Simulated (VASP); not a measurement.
MoS2:

```
Mo S
1.0
     3.87781    0.00000    0.00000
    -1.93891    3.35828    0.00000
     0.00000    0.00000    6.06891
Mo S
1 2
Direct
  0.00000 0.00000 0.00000
  0.33333 0.66667 0.25964
  0.66667 0.33333 0.74036
```

* Program: VASP 6.6.1
* Task: relaxation of cell and atoms
* Functional: PBEsol
* Potentials or basis: VASP PAW PBE potentials, release 64 (Mo_sv, S)
* Cutoff: 600 eV
* k mesh: 6 × 6 × 4
* Occupations: fermi-dirac, width 0.03 eV
* Spin: no spin polarisation

At the start: pressure -23.7 GPa; volume 26.34 Å³/atom.

Question: How do energy, volume and symmetry change on relaxing?

Answer: Over 24 steps the energy falls by 1069.5 meV/atom and the volume is 17.90 Å³/atom (-32.0 %); space group P-3m1 (No. 164, to 0.05 Å).

The path:
| step | energy change (eV) | largest force (eV/Å) | pressure (GPa) | volume (Å³) |
| --- | --- | --- | --- | --- |
| 1 | 0.0000 | 2.5793 | -23.66 | 79.03 |
| 2 | -0.1533 | 8.5634 | 75.33 | 42.26 |
| 3 | -2.8290 | 0.8510 | -3.03 | 56.03 |
| 4 | -2.8385 | 1.0632 | -1.29 | 55.37 |
| 5 | -2.8403 | 1.2037 | -0.12 | 54.95 |
| 6 | -3.1187 | 0.6613 | 0.20 | 53.09 |
| 7 | -3.2017 | 0.0384 | 0.62 | 51.54 |
| 8 | -3.2020 | 0.0001 | 0.65 | 51.43 |
| 9 | -3.2018 | 0.0253 | 0.68 | 51.36 |
| 10 | -3.2014 | 0.1956 | -0.98 | 51.93 |
| 11 | -3.2023 | 0.0999 | -0.05 | 51.60 |
| 12 | -3.2031 | 0.0706 | -0.01 | 51.76 |
| 13 | -3.2041 | 0.0189 | 0.01 | 52.21 |
| 14 | -3.2048 | 0.0065 | -0.09 | 52.35 |
| 15 | -3.2061 | 0.0252 | -0.38 | 52.78 |
| 16 | -3.2073 | 0.0826 | -0.91 | 53.61 |
| 17 | -3.2077 | 0.0684 | -0.79 | 53.63 |
| 18 | -3.2083 | 0.0249 | -0.39 | 53.69 |
| 19 | -3.2083 | 0.0670 | 0.39 | 53.81 |
| 20 | -3.2086 | 0.0177 | -0.04 | 53.75 |
| 21 | -3.2086 | 0.0197 | -0.03 | 53.75 |
| 22 | -3.2086 | 0.0179 | -0.03 | 53.75 |
| 23 | -3.2086 | 0.0124 | -0.04 | 53.74 |
| 24 | -3.2086 | 0.0020 | -0.05 | 53.71 |

Final structure:
```
Mo S
1.0
     3.14404    0.00000    0.00000
    -1.57202    2.72282    0.00000
     0.00000    0.00000    6.27456
Mo S
1 2
Direct
  0.00000 0.00000 0.00000
  0.33333 0.66667 0.25233
  0.66667 0.33333 0.74767
```

Caveat: the volume moved by over 15 % at a fixed basis, so the end points are rough; the PAW data sets were made with another functional, which shifts forces and pressure a little; this functional lacks dispersion, which binds the layers, so the pressure and a relaxed spacing across them are unreliable.
